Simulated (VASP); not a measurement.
SnSe2, 3 atoms in the cell. The structure is trigonal, space group P-3m1 (No. 164). Conventional cell: a = 3.863 Å, b = 3.863 Å, c = 5.972 Å, α = 90.00°, β = 90.00°, γ = 120.00°. Within 3.5 Å of Sn (site symmetry -3m) lie 6 Se at 2.68 Å. Within 3.5 Å of Se (site symmetry 3m) lie 3 Sn at 2.68 Å.  This cell differs from its parent crystal: ratio of the length along z to the lengths across it x 0.96, volume and fractional coordinates fixed.

| Quantity | Value |
| --- | --- |
| Program | VASP 6.6.1 |
| Task | single point |
| Functional | PBEsol |
| Dispersion | D3(BJ) |
| Potentials or basis | VASP PAW PBE potentials, release 64 (Sn_d, Se) |
| Cutoff | 520 eV |
| k mesh | 12 × 12 × 6 |
| Occupations | gaussian, width 0.05 eV |
| Spin | no spin polarisation |
| Dipole correction | no |
| Further INCAR settings | ALGO = Normal; EDIFF = 1e-07; NBANDS = 20 |

Potentials or basis: VASP PAW PBE potentials, release 64 (Sn_d, Se).

Command:

```bash
$ cat potpaw_PBE.64/Sn_d/POTCAR potpaw_PBE.64/Se/POTCAR > POTCAR
$ mpirun -np 1 vasp_std > vasp.out
```

Hardware: 1 thread of Intel Xeon 6975P-C, with other jobs on the host.

Question: Estimate the wall time of this run.

Answer: Run time: 2.2 min on 1 thread of Intel Xeon 6975P-C, on a shared host, peak memory 0.31 GiB. Counts: scf iterations 14, k points 100.
